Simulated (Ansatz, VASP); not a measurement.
Sb in VASP and in Ansatz

```xyz
1
Lattice="0.0000 2.3425 2.3425 2.3425 0.0000 2.3425 2.3425 2.3425 0.0000" Properties=species:S:1:pos:R:3 pbc="T T T"
Sb    0.0000    0.0000    0.0000
```

Alike in both runs: functional LDA; k mesh 11 × 11 × 11; occupations fermi-dirac, width 0.1 eV; no spin polarisation.

Ansatz relaxed the structure, and its values are those at the end. VASP's run is a single point on that final structure, the one shown.

```csv
,VASP,Ansatz
version,VASP 6.6.1,Ansatz 0.2.0
potentials or method,"VASP PAW LDA potentials, release 64 (Sb), cutoff 520 eV","plane waves (420 eV) with PAW, scalar-relativistic"
valence electrons in the cell,5,15
```

|  | VASP | Ansatz | Ansatz less VASP |
| --- | --- | --- | --- |
| pressure (GPa) | 0.1 | 0.0 | -0.13 |

Ansatz warns that its potentials were made for another functional, while VASP's fit it. LDA's correlation is that of Perdew and Zunger in VASP and of Perdew and Wang (1992) in Ansatz. VASP's potentials hold 5 valence electrons a cell and Ansatz's 15, so a difference there can come from the potentials and not from the codes.

Spin-orbit coupling is off throughout.
